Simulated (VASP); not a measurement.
Input of a VASP 6.6.1 run:

INCAR

```
PREC = Accurate ; ENCUT = 520
EDIFF = 1E-6 ; ISMEAR = 0
SIGMA = 0.15 ; LREAL = F
LASPH = T ; NELM = 100
ALGO = Fast ; ISIF = 2
LWAVE = F ; LCHARG = F
GGA = PE ; NBANDS = 18
```

KPOINTS

```
regular mesh
0
Gamma
  18 18 14
```

File POSCAR:

```
CuAu
1.0
    2.9400000000      0.0000000000      0.0000000000
    0.0000000000      2.9400000000      0.0000000000
    0.0000000000      0.0000000000      3.4865000000
Cu Au
1 1
Direct
    0.5000000000      0.5000000000      0.5000000000
    0.0000000000      0.0000000000      0.0000000000
```

Potentials or basis: VASP PAW PBE potentials, release 64 (Cu, Au).

Run with:

```console
$ cat potpaw_PBE.64/Cu/POTCAR potpaw_PBE.64/Au/POTCAR > POTCAR
$ mpirun -np 1 vasp_std > vasp.out
```

Q: Estimate the band gap on the k mesh.

A: Zero (band 11 reaches 13.10 eV, above the bottom of band 12 at 6.18 eV).

Q: Predict the pressure.

A: -0.6 GPa.

Stress tensor (GPa, compression positive):
```
-0.83  0.00  0.00
 0.00 -0.83  0.00
 0.00  0.00 -0.12
```

Caveat: the cell differs from its parent crystal (strain +0.050 along x and y, -0.050 along z); spin-orbit coupling is left out, which moves the levels of the heavy elements.
